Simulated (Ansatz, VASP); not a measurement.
## Sn2SeS3: VASP beside Ansatz

The input INCAR:

```
SYSTEM = Sn2SeS3
ALGO     = Normal         ! electronic algorithm
EDIFF    = 1E-6           ! SCF threshold, eV
EDIFFG   = -0.04          ! ionic threshold
ENCUT    = 600            ! plane-wave cutoff, eV
GGA      = PE             ! functional
IBRION   = 2              ! ionic algorithm
ISIF     = 3              ! what is computed and relaxed
ISMEAR   = 0              ! smearing method
LASPH    = .TRUE.         ! aspherical terms in the spheres
LCHARG   = .FALSE.        ! write CHGCAR
LREAL    = .FALSE.        ! projectors in reciprocal space
LWAVE    = .FALSE.        ! write WAVECAR
NELM     = 60             ! most SCF steps
NSW      = 90             ! ionic steps
PREC     = Accurate       ! precision mode
SIGMA    = 0.1            ! smearing width, eV
```

KPOINTS

```
k-points
0
G
  4 4 4
  0 0 0
```

The input POSCAR:

```
Sn2SeS3
1.0
   -2.9087736500      2.9087736500      4.6424335500
    2.9087736500     -2.9087736500      4.6424335500
    2.9087736500      2.9087736500     -4.6424335500
Sn Se S
2 1 3
Direct
    0.5000000000      0.0000000000      0.5000000000
    0.0000000000      0.5000000000      0.5000000000
    0.5000000000      0.5000000000      0.0000000000
    0.7885305500      0.7885305500      0.0000000000
    0.2114694500      0.2114694500      0.0000000000
    0.0000000000      0.0000000000      0.0000000000
```

Input for Ansatz:

```yaml
crystal:
  lattice:
    - [-2.90877365, 2.90877365, 4.64243355]
    - [2.90877365, -2.90877365, 4.64243355]
    - [2.90877365, 2.90877365, -4.64243355]
  atoms:
    - { symbol: Sn, position: [0.5, 0.0, 0.5] }
    - { symbol: Sn, position: [0.0, 0.5, 0.5] }
    - { symbol: Se, position: [0.5, 0.5, 0.0] }
    - { symbol: S, position: [0.78853055, 0.78853055, 0.0] }
    - { symbol: S, position: [0.21146945, 0.21146945, 0.0] }
    - { symbol: S, position: [0.0, 0.0, 0.0] }
basis:
  ecutwfc: 420
kpoints:
  mp_grid: { grid: [4, 4, 4] }
hamiltonian:
  xc: pbe
scf:
  occupations: { method: gaussian, width: 0.1 }
  lower_state_search: "off"
output:
  forces: true
  stress: true
  eigenvalues: true
relax:
  adjacent_minimum: "off"
  f_tol: 0.04
  max_steps: 70
  cell: { stress_tol: 0.4 }
```

Alike in both runs: task relaxation of cell and atoms; functional PBE; k mesh 4 × 4 × 4; occupations gaussian, width 0.1 eV; no spin polarisation.

```csv
,VASP,Ansatz
version,VASP 6.6.1,Ansatz 0.2.0
potentials or method,"VASP PAW PBE potentials, release 64 (Sn_d, Se, S), cutoff 600 eV","scalar-relativistic, plane waves, PAW"
valence electrons in the cell,52,62
```

```csv
,VASP,Ansatz,Ansatz less VASP
"gap on the k mesh at the Fermi level, each at its own relaxed structure (eV)",none,none,-
relaxed volume (Å³/atom),27.06,27.06,+0.001
relaxed cell length with the largest relative difference (Å),6.351,6.352,+0.0013
```

A gap of «none» marks a metal or a gap that the smearing closes. VASP's potentials hold 52 valence electrons a cell and Ansatz's 62, so a difference there can come from the potentials and not from the codes.

The k mesh is coarse, so the values compare programs but aren't converged.
